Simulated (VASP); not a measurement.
# Rh (Fm-3m) in VASP: further runs

The runs below take Rh through single point, with PBEsol.

Program: VASP 6.6.1. These are calculated values, not measurements. Logs are shortened: lines on timing, memory, paths and dates and some standing lists are left out, and cuts for length are marked.

### Step 1. The cell of the first run

Symmetry: Fm-3m, No. 225, cubic system. The conventional cell has a = 3.677 Å, b = 3.677 Å, c = 3.677 Å, α = 90.00°, β = 90.00°, γ = 90.00°. Within 3.4 Å of Rh (site symmetry m-3m) lie 12 Rh at 2.60 Å.

### Step 2. Single point, PBEsol

INCAR reads:

```
PREC = Accurate
ENCUT = 500
EDIFF = 1E-6
ISMEAR = 0
SIGMA = 0.05
LREAL = False
LASPH = True
NELM = 120
ALGO = Normal
ISIF = 2
LWAVE = False
LCHARG = False
GGA = PS
NBANDS = 14
GGA_COMPAT = False
```

KPOINTS reads:

```
regular mesh
0
Gamma
  10 10 10
```

POSCAR reads:

```
Rh
1.0
    2.6002969075      0.0000000000      0.0000000000
    1.3001484538      2.2519231793      0.0000000000
    1.3001484538      0.7506410598      2.1231335344
Rh
1
Direct
    0.0000000000      0.0000000000      0.0000000000
```

Potentials or basis: VASP PAW PBE potentials, release 64 (Rh_pv).

The run is started by

```
$ cat potpaw_PBE.64/Rh_pv/POTCAR > POTCAR
$ mpirun -np 1 vasp_std > vasp.out
```

OUTCAR:

```text
PREC = Accurate
   ENCUT = 500
   EDIFF = 1E-6
   ISMEAR = 0
   LREAL = False
   LASPH = True
   NELM = 120
   ISIF = 2
   GGA = PS

 ion  position               nearest neighbor table
   1  0.000  0.000  0.000-

  LATTYP: Found a face centered cubic cell.
 ALAT       =     3.6773751528

  Lattice vectors:

 A1 = (   2.6002969075,   0.0000000000,   0.0000000000)
 A2 = (   1.3001484538,   2.2519231793,   0.0000000000)
 A3 = (   1.3001484538,   0.7506410598,   2.1231335344)

Analysis of symmetry for initial positions (statically):
=====================================================================
 Subroutine PRICEL returns:
 Original cell was already a primitive cell.

 Routine SETGRP: Setting up the symmetry group for a
 face centered cubic supercell.

 Subroutine GETGRP returns: Found 48 space group operations
 (whereof 48 operations were pure point group operations)
 out of a pool of 48 trial point group operations.

The static configuration has the point symmetry O_h .

Analysis of symmetry for dynamics (positions and initial velocities):
=====================================================================
 Subroutine PRICEL returns:
 Original cell was already a primitive cell.

 Routine SETGRP: Setting up the symmetry group for a
 face centered cubic supercell.

 Subroutine GETGRP returns: Found 48 space group operations
 (whereof 48 operations were pure point group operations)
 out of a pool of 48 trial point group operations.

The dynamic configuration has the point symmetry O_h .

 Subroutine INISYM returns: Found 48 space group operations
 (whereof 48 operations are pure point group operations),
 and found     1 'primitive' translations

----------------------------------------------------------------------------------------

                                     Primitive cell

  volume of cell :      12.4324

  direct lattice vectors                    reciprocal lattice vectors
     2.600296908  0.000000000  0.000000000     0.384571468 -0.222032441 -0.157000645
     1.300148454  2.251923179  0.000000000     0.000000000  0.444064882 -0.157000645
     1.300148454  0.750641060  2.123133534     0.000000000  0.000000000  0.471001934

  length of vectors
     2.600296908  2.600296908  2.600296908     0.471001934  0.471001934  0.471001934

  position of ions in fractional coordinates (direct lattice)
     0.000000000  0.000000000  0.000000000

  ion indices of the primitive-cell ions
   primitive index   ion index
                 1           1

----------------------------------------------------------------------------------------

 KPOINTS: regular mesh

Automatic generation of k-mesh.
 Grid dimensions read from file:
 generate k-points for:   10   10   10

 Generating k-lattice:

  Cartesian coordinates                     Fractional coordinates (reciprocal lattice)
     0.038457147 -0.022203244 -0.015700064     0.100000000  0.000000000  0.000000000
     0.000000000  0.044406488 -0.015700064     0.000000000  0.100000000  0.000000000
     0.000000000  0.000000000  0.047100193     0.000000000  0.000000000  0.100000000

  Length of vectors
     0.047100193  0.047100193  0.047100193

  Shift w.r.t. Gamma in fractional coordinates (k-lattice)
     0.000000000  0.000000000  0.000000000

 Subroutine IBZKPT returns following result:
 ===========================================

 Found     47 irreducible k-points:

 Following reciprocal coordinates:
            Coordinates               Weight
  0.000000  0.000000  0.000000      1.000000
  0.100000  0.000000  0.000000      8.000000
  0.200000  0.000000  0.000000      8.000000
  0.300000  0.000000  0.000000      8.000000
  0.400000  0.000000  0.000000      8.000000
  0.500000  0.000000  0.000000      4.000000
[... 16 lines left out ...]
  0.300000  0.300000  0.000000      6.000000
  0.400000  0.300000  0.000000     24.000000
 [... further k-points ...]
   k-points           NKPTS =     47   k-points in BZ     NKDIM =     47   number of bands    NBANDS=     14
   number of dos      NEDOS =    301   number of ions     NIONS =      1
   total plane-waves  NPLWV =   8000
   dimension x,y,z NGX =    20 NGY =   20 NGZ =   20
   dimension x,y,z NGXF=    40 NGYF=   40 NGZF=   40
   ions per type =               1
   NGX,Y,Z   is equivalent  to a cutoff of  12.79, 12.79, 12.79 a.u.
   NGXF,Y,Z  is equivalent  to a cutoff of  25.57, 25.57, 25.57 a.u.
 SYSTEM =  unknown system
   PREC   = accura    normal or accurate (medium, high low for compatibility)
   ISTART =      0    job   : 0-new  1-cont  2-samecut
   ICHARG =      2    charge: 1-file 2-atom 10-const
   ISPIN  =      1    spin polarized calculation?
   LNONCOLLINEAR =      F non collinear calculations
   LSORBIT =      F    spin-orbit coupling
   LASPH  =      T    aspherical Exc in radial PAW
   ENCUT  =  500.0 eV  36.75 Ry    6.06 a.u.   4.74  4.74  4.74*2*pi/ulx,y,z
   NELM   =    120;   NELMIN=  2; NELMDL= -5     # of ELM steps
   EDIFF  = 0.1E-05   stopping-criterion for ELM
   LREAL  =      F    real-space projection
   EDIFFG = 0.1E-04   stopping-criterion for IOM
   NSW    =      0    number of steps for IOM
   IBRION =     -1    ionic relax: 0-MD 1-quasi-New 2-CG
   NFREE  =      0    steps in history (QN), initial steepest desc. (CG)
   ISIF   =      2    stress and relaxation
   ISYM   =      2    0-nonsym 1-usesym 2-fastsym
   POTIM  = 0.5000    time-step for ionic-motion
   TEBEG  =    0.0;   TEEND  =   0.0 temperature during run
   PSTRESS=    0.0 pullay stress
   NELECT =      15.0000    total number of electrons
   NUPDOWN=      -1.0000    fix difference up-down
   EMIN   =  10.00;   EMAX   =-10.00  energy-range for DOS
   EFERMI =   0.00;   METHOD = LEGACY
   ISMEAR =     0;   SIGMA  =   0.05  broadening in eV -4-tet -1-fermi 0-gaus
   EFERMI_NEDOS =   21; number of points for ismear=-14 and -15
   IALGO  =     38    algorithm
   IMIX   =      4    mixing-type and parameters
     AMIX     =   0.40;   BMIX     =  1.00
     AMIX_MAG =   1.60;   BMIX_MAG =  1.00
  volume/ion in A,a.u.               =      12.43        83.90
  Fermi-wavevector in a.u.,A,eV,Ry     =   1.742826  3.293463 41.326904  3.037442
  Thomas-Fermi vector in A             =   2.815016
   LORBIT       =      0    0 simple, 1 ext, 2 COOP (PROOUT), +10 PAW based schemes
   GGA     = PS    functional components
   LHFCALC =     F    Hartree Fock is set to
   AEXX    =    0.0000 exact exchange contribution
   IVDW    =     0    specifies the selected vdW correction
   LEPSILON=     F    determine dielectric tensor
   LRPA    =     F    only Hartree local field effects (RPA)
 non-spin polarized calculation
 Gauss-broadening in eV      SIGMA  =   0.05
  energy-cutoff  :      500.00
  volume of cell :       12.43
 maximum number of plane-waves:       332
   NGX =  9   NGY =  9   NGZ =  9

 number of electron      14.9999998 magnetization

 Free energy of the ion-electron system (eV)
  ---------------------------------------------------
  ext. energy  EPLUGINS =         0.00000000
  ---------------------------------------------------
  free energy    TOTEN  =        -8.05485823 eV

  energy without entropy =       -8.05319757  energy(sigma->0) =       -8.05402790

 E-fermi :  13.7505     XC(G=0): -14.8764

 val. band max:       13.7469183593   @ k =   0.5000   0.4000   0.1000
 cond. band min:      13.7513565480   @ k =  -0.4000   0.5000   0.1000
 fundamental gap:      0.0044381887
 Fermi energy:        13.7504542073

 k-point     1 :       0.0000    0.0000    0.0000
  band No.  band energies     occupation
      1     -32.8069      2.00000
      2     -32.8069      2.00000
      3     -32.8069      2.00000
      4       4.8883      2.00000
      5      10.0855      2.00000
      6      10.0855      2.00000
      7      10.0855      2.00000
      8      12.5615      2.00000
      9      12.5615      2.00000
     10      29.5038      0.00000
     11      33.7765      0.00000
     12      35.5466      0.00000
     13      35.5466      0.00000
     14      35.5466      0.00000

 k-point     2 :       0.1000    0.0000    0.0000
  band No.  band energies     occupation
      1     -32.9104      2.00000
      2     -32.8205      2.00000
      3     -32.8205      2.00000
      4       5.3233      2.00000
      5       9.8900      2.00000
      6      10.2562      2.00000
      7      10.2562      2.00000
      8      12.4663      2.00000
      9      12.4663      2.00000
     10      30.1809      0.00000
     11      33.6457      0.00000
     12      33.8043      0.00000
     13      36.2360      0.00000
     14      36.2360      0.00000

 k-point     3 :       0.2000    0.0000    0.0000
  band No.  band energies     occupation
      1     -33.1768      2.00000
      2     -32.8559      2.00000
      3     -32.8559      2.00000
      4       6.3516      2.00000
      5       9.6947      2.00000
      6      10.5165      2.00000
      7      10.5165      2.00000
      8      12.4839      2.00000
      9      12.4839      2.00000
     10      30.7770      0.00000
     11      31.4941      0.00000
     12      33.7806      0.00000
     13      38.1092      0.00000
     14      38.1092      0.00000
[... 324 lines left out ...]
 k-point    23 :       0.3000    0.3000    0.0000
  band No.  band energies     occupation
      1     -33.4636      2.00000
      2     -33.0553      2.00000
      3     -33.0553      2.00000
      4       7.3279      2.00000
      5       7.7148      2.00000
      6      12.2838      2.00000
      7      12.7103      2.00000
      8      12.7103      2.00000
      9      13.6975      1.86581
     10      31.9402      0.00000
     11      31.9402      0.00000
     12      32.1462      0.00000
     13      33.7686      0.00000
     14      35.7084      0.00000

 k-point    24 :       0.4000    0.3000    0.0000
  band No.  band energies     occupation
      1     -33.5997      2.00000
      2     -33.1306      2.00000
      3     -33.0974      2.00000
      4       7.1943      2.00000
      5       7.5316      2.00000
      6      12.0129      2.00000
      7      12.9017      2.00000
      8      14.3008      0.00000
      9      15.2357      0.00000
     10      28.8372      0.00000
     11      30.6994      0.00000
     12      30.9993      0.00000
     13      33.7748      0.00000
     14      36.7884      0.00000

 [... further k-points ...]
[... 5 lines left out ...]
  --------------------------------------------------------------------------------------
  -------------------------------------------------------------------------------------
  Total        2.3288785      2.3288785      2.3288785      0.0000000      0.0000000      0.0000000
  in kB      300.1259812    300.1259812    300.1259812      0.0000000      0.0000000      0.0000000
  external PRESSURE =     300.1259812 kB  Pullay stress =       0.0000000 kB

 VOLUME and BASIS-vectors are now :
 -----------------------------------------------------------------------------
  energy-cutoff  :      500.00
  volume of cell :       12.43
      direct lattice vectors                 reciprocal lattice vectors
     2.600296908  0.000000000  0.000000000     0.384571468 -0.222032441 -0.157000645
     1.300148454  2.251923179  0.000000000     0.000000000  0.444064882 -0.157000645
     1.300148454  0.750641060  2.123133534     0.000000000  0.000000000  0.471001934

 POSITION                                       TOTAL-FORCE (eV/Angst)
 -----------------------------------------------------------------------------------
      0.00000      0.00000      0.00000         0.000000      0.000000      0.000000
 -----------------------------------------------------------------------------------
    total drift:                                0.000000      0.000000      0.000000

  FREE ENERGIE OF THE ION-ELECTRON SYSTEM (eV)
  ---------------------------------------------------
  free  energy   TOTEN  =        -8.0548582319 eV

  energy  without entropy=       -8.0531975686  energy(sigma->0) =       -8.05402790
```

Run time: 5.8 s. Hardware: 1 thread of Intel Xeon Platinum 8375C at 2.90GHz (Ice Lake), shared host; peak memory 0.13 GiB.

Results:

```yaml
Free_energy: -8.0549 eV
Pressure: 30.0 GPa
```

Caveat: the PAW data sets were made with another functional, which shifts forces and pressure a little.

### Step 3. Single point, PBEsol

This run uses another cell than the first one, of 12.04 Å³/atom, 0.969 times its volume.

INCAR is that of step 2.

KPOINTS reads:

```
Automatic mesh
0
Gamma
  10 10 10
```

POSCAR reads:

```
Rh
1.0
    2.5729927799      0.0000000000      0.0000000000
    1.2864963900      2.2282771112      0.0000000000
    1.2864963900      0.7427590371      2.1008398075
Rh
1
Direct
    0.0000000000      0.0000000000      0.0000000000
```

Potentials or basis: VASP PAW PBE potentials, release 64 (Rh_pv).

The run is started by

```
$ cat potpaw_PBE.64/Rh_pv/POTCAR > POTCAR
$ mpirun -np 1 vasp_std > vasp.out
```

It took 5.7 s on 1 thread of Intel Xeon Platinum 8375C at 2.90GHz (Ice Lake), shared host; peak memory 0.12 GiB.

It converged, with:

* Free energy: -7.9644 eV
* Pressure: 45.0 GPa

Levels at points of the mesh, in eV from the Fermi level:
```csv
k point,band 3,band 4,band 5,band 6,band 7,band 8,band 9,band 10,band 11,band 12
"(0.00, 0.00, 0.00)",-46.61,-9.11,-3.85,-3.85,-3.85,-1.25,-1.25,15.68,19.94,21.92
"(0.50, 0.00, 0.00)",-46.77,-7.41,-3.95,-3.95,0.49,0.69,0.69,10.03,15.26,19.94
"(0.50, 0.50, 0.00)",-47.03,-7.77,-7.34,0.67,1.21,1.21,3.35,13.98,13.98,14.00
```

Caveat: the PAW data sets were made with another functional, which shifts forces and pressure a little.

### Step 4. Single point, PBEsol

This run uses another cell than the first one, of 13.50 Å³/atom, 1.086 times its volume.

INCAR reads:

```
PREC     = Accurate       # precision mode
ENCUT    = 500            # plane-wave cutoff, eV
EDIFF    = 1E-6           # SCF threshold, eV
ISMEAR   = 0              # smearing method
SIGMA    = 0.05           # smearing width, eV
LREAL    = False          # projectors in reciprocal space
LASPH    = True           # aspherical terms in the spheres
NELM     = 120            # most SCF steps
ALGO     = Normal         # electronic algorithm
ISIF     = 2              # what is computed and relaxed
LWAVE    = False          # write WAVECAR
LCHARG   = True           # write CHGCAR
GGA      = PS             # functional
LELF     = True           # ELF
LVHAR    = True         
NBANDS   = 14             # bands
GGA_COMPAT= False
```

KPOINTS reads:

```
regular mesh
0
Gamma
  10 10 10
```

POSCAR reads:

```
Rh
1.0
    2.6724982567      0.0000000000      0.0000000000
    1.3362491283      2.3144513818      0.0000000000
    1.3362491283      0.7714837939      2.1820856891
Rh
1
Direct
    0.0000000000      0.0000000000      0.0000000000
```

The run is started by

```
$ cat potpaw_PBE.64/Rh_pv/POTCAR > POTCAR
$ mpirun -np 1 vasp_std > vasp.out
```

Run time: 5.4 s. Hardware: 1 thread of Intel Xeon Platinum 8375C at 2.90GHz (Ice Lake), shared host; peak memory 0.13 GiB.

It converged, with:

- Free energy: -8.1472 eV
- Pressure: 0.0 GPa

Levels at points of the mesh, in eV from the Fermi level:
```
           k point  band 3  band 4  band 5  band 6  band 7  band 8  band 9  band 10  band 11  band 12
(0.00, 0.00, 0.00)  -46.41   -8.23   -3.23   -3.23   -3.23   -1.05   -1.05    15.88    20.26    21.44
(0.50, 0.00, 0.00)  -46.52   -6.36   -3.30   -3.30    0.56    0.56    0.59     8.74    15.39    20.27
(0.50, 0.50, 0.00)  -46.70   -6.56   -6.19    0.54    0.98    0.98    3.16    12.42    13.30    13.30
```

Caveat: the PAW data sets were made with another functional, which shifts forces and pressure a little.

### Step 5. Single point, PBEsol

This run uses another cell than the first one, of 12.90 Å³/atom, 1.038 times its volume.

INCAR reads:

```
SYSTEM = Rh
PREC = Accurate
ENCUT = 500
EDIFF = 1E-6
ISMEAR = 0
SIGMA = 0.05
LREAL = .FALSE.
LASPH = .TRUE.
NELM = 120
ALGO = Normal
ISIF = 2
LWAVE = .FALSE.
LCHARG = .FALSE.
GGA = PS
NBANDS = 14
GGA_COMPAT = .FALSE.
```

KPOINTS reads:

```
regular mesh
0
G
  10 10 10
  0 0 0
```

POSCAR reads:

```
Rh
1.0
    2.6325998168      0.0000000000      0.0000000000
    1.3162999084      2.2798983193      0.0000000000
    1.3162999084      0.7599661064      2.1495087493
Rh
1
Direct
    0.0000000000      0.0000000000      0.0000000000
```

The run is started by

```
$ cat potpaw_PBE.64/Rh_pv/POTCAR > POTCAR
$ mpirun -np 1 vasp_std > vasp.out
```

It took 5.8 s on 1 thread of Intel Xeon Platinum 8375C at 2.90GHz (Ice Lake), shared host; peak memory 0.13 GiB.

Results (log left out):

```yaml
Free_energy: -8.1202 eV
Pressure: 15.0 GPa
```

Levels at points of the mesh, in eV from the Fermi level:
| k point | band 5 | band 6 | band 7 | band 8 | band 9 | band 10 |
| --- | --- | --- | --- | --- | --- | --- |
| (0.00, 0.00, 0.00) | -3.46 | -3.46 | -3.46 | -1.13 | -1.13 | 15.82 |
| (0.50, 0.00, 0.00) | -3.55 | -3.55 | 0.54 | 0.61 | 0.61 | 9.23 |
| (0.50, 0.50, 0.00) | -6.62 | 0.59 | 1.07 | 1.07 | 3.23 | 13.03 |

Caveat: the PAW data sets were made with another functional, which shifts forces and pressure a little.

### Step 6. Summary

| cell | gap on the mesh (eV) | pressure (GPa) |
| --- | --- | --- |
| a = 2.600 Å, angles 60.0°, 1 atom | none | 30.0 |
| a = 2.573 Å, angles 60.0°, 1 atom | none | 45.0 |
| a = 2.672 Å, angles 60.0°, 1 atom | none | 0.0 |
| a = 2.633 Å, angles 60.0°, 1 atom | none | 15.0 |

Alike in all rows: task single point; level PBEsol; potentials or basis VASP PAW PBE potentials, release 64 (Rh_pv); no spin polarisation; k mesh 10 × 10 × 10; cutoff (eV) 500; smearing gaussian 0.05 eV.

Caveats: the PAW data sets were made with another functional, which shifts forces and pressure a little.

Absolute energies hang on the potentials; compare differences alone.
